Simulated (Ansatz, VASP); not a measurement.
MgO: VASP beside Ansatz

INCAR

```
PREC = Accurate
ENCUT = 600
EDIFF = 1E-6
ISMEAR = -1
SIGMA = 0.08
LREAL = F
LASPH = T
NELM = 60
ALGO = Normal
ISIF = 3
LWAVE = F
LCHARG = F
GGA = PE
IBRION = 2
NSW = 60
EDIFFG = -0.005
```

KPOINTS

```
Automatic mesh
0
Gamma
  16 16 16
```

The input POSCAR:

```
MgO
1.0
    0.0000000000      2.1544346900      2.1544346900
    2.1544346900      0.0000000000      2.1544346900
    2.1544346900      2.1544346900      0.0000000000
Mg O
1 1
Direct
    0.0000000000      0.0000000000      0.0000000000
    0.5000000000      0.5000000000      0.5000000000
```

Input for Ansatz:

```yaml
crystal:
  lattice:
    - [0.0, 2.15443469, 2.15443469]
    - [2.15443469, 0.0, 2.15443469]
    - [2.15443469, 2.15443469, 0.0]
  atoms:
    - { symbol: Mg, position: [0.0, 0.0, 0.0] }
    - { symbol: O, position: [0.5, 0.5, 0.5] }
kpoints:
  mp_grid: { grid: [16, 16, 16] }
scf:
  occupations: { method: fermi_dirac, width: 0.08 }
hamiltonian:
  xc: pbe
  pseudopotentials: { kind: paw }
output:
  forces: true
  stress: true
relax:
  f_tol: 0.005
  max_steps: 40
  cell: {}
```

Alike in both runs: task relaxation of cell and atoms; functional PBE; k mesh 16 × 16 × 16; occupations fermi-dirac, width 0.08 eV; no spin polarisation.

|  | VASP | Ansatz |
| --- | --- | --- |
| version | VASP 6.6.1 | Ansatz 0.2.0 |
| potentials or method | VASP PAW PBE potentials, release 64 (Mg, O) | PAW with Ansatz's default frozen-core files, scalar-relativistic |
| plane-wave cutoff (eV) | 600 | 420 |
| valence electrons in the cell | 8 | 16 |

Ansatz gave:

| Property | Result |
| --- | --- |
| relaxed volume (Å³/atom) | 9.62 |
| relaxed cell length with the largest relative difference (Å) | 3.008 |

**Question.** Which values does VASP return?

**Answer.** Relaxed volume (Å³/atom): 9.56; relaxed cell length with the largest relative difference (Å): 3.001.

VASP's potentials hold 8 valence electrons a cell and Ansatz's 16, so a difference there can come from the potentials and not from the codes.
